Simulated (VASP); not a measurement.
Wanted: the native input for a VASP 6.6.1 run.

| Quantity | Value |
| --- | --- |
| Task | single point |
| Functional | r2SCAN |
| Potentials or basis | VASP PAW PBE potentials, release 64 (Ta_pv, N) |
| Cutoff | 520 eV |
| k mesh | 5 × 5 × 8 |
| Occupations | gaussian, width 0.1 eV |
| Spin | no spin polarisation |
| Dipole correction | no |
| Further INCAR settings | ALGO = Normal; EDIFF = 1e-07; NBANDS = 33 |

TaN:

```
Ta N
1.0
     5.15616    0.00000    0.00000
    -2.57808    4.46537    0.00000
     0.00000    0.00000    2.88848
Ta N
3 3
Direct
  0.00000 0.00000 0.00000
  0.33333 0.66667 0.50000
  0.66667 0.33333 0.50000
  0.50000 0.00000 0.00000
  0.50000 0.50000 0.00000
  0.00000 0.50000 0.00000
```

These files were run (other wordings do the same):

POSCAR

```
TaN
1.0
    5.1561600241      0.0000000000      0.0000000000
   -2.5780800120      4.4653656949      0.0000000000
    0.0000000000      0.0000000000      2.8884826334
Ta N
3 3
Direct
    0.0000000000      0.0000000000      0.0000000000
    0.3333333333      0.6666666667      0.5000000000
    0.6666666667      0.3333333333      0.5000000000
    0.5000000000      0.0000000000      0.0000000000
    0.5000000000      0.5000000000      0.0000000000
    0.0000000000      0.5000000000      0.0000000000
```

INCAR.step1

```
PREC = Accurate ; ENCUT = 520
ISMEAR = 0 ; SIGMA = 0.1
LREAL = False ; LASPH = True
NELM = 80 ; NBANDS = 33
GGA = PE ; ALGO = Normal
EDIFF = 1E-4 ; LWAVE = True
LCHARG = False
```

INCAR.step2

```
PREC = Accurate ; ENCUT = 520
EDIFF = 1E-7 ; ISMEAR = 0
SIGMA = 0.1 ; LREAL = False
LASPH = True ; NELM = 80
ALGO = Normal ; ISIF = 2
LWAVE = False ; LCHARG = False
METAGGA = R2SCAN ; LMIXTAU = True
NBANDS = 33 ; ISTART = 1
```

KPOINTS

```
regular mesh
0
Gamma
  5 5 8
```

Potentials or basis: VASP PAW PBE potentials, release 64 (Ta_pv, N).

Launch:

```sh
$ cat potpaw_PBE.64/Ta_pv/POTCAR potpaw_PBE.64/N/POTCAR > POTCAR
$ cp INCAR.step1 INCAR
$ mpirun -np 1 vasp_std > vasp.out
$ cp INCAR.step2 INCAR
$ mpirun -np 1 vasp_std > vasp.out
```

Results of the run:

The pressure is 14.1 GPa and the band gap on the k mesh is zero (band 24 reaches 9.50 eV, above the bottom of band 25 at 7.22 eV).

Caveat: the PAW data sets were made with another functional, which shifts forces and pressure a little; spin-orbit coupling is left out, which moves the levels of the heavy elements.

Run time: 110 s on 1 thread of Intel(R) Xeon(R) 6975P-C (Granite Rapids), with other jobs on the host, peak memory 0.22 GiB.
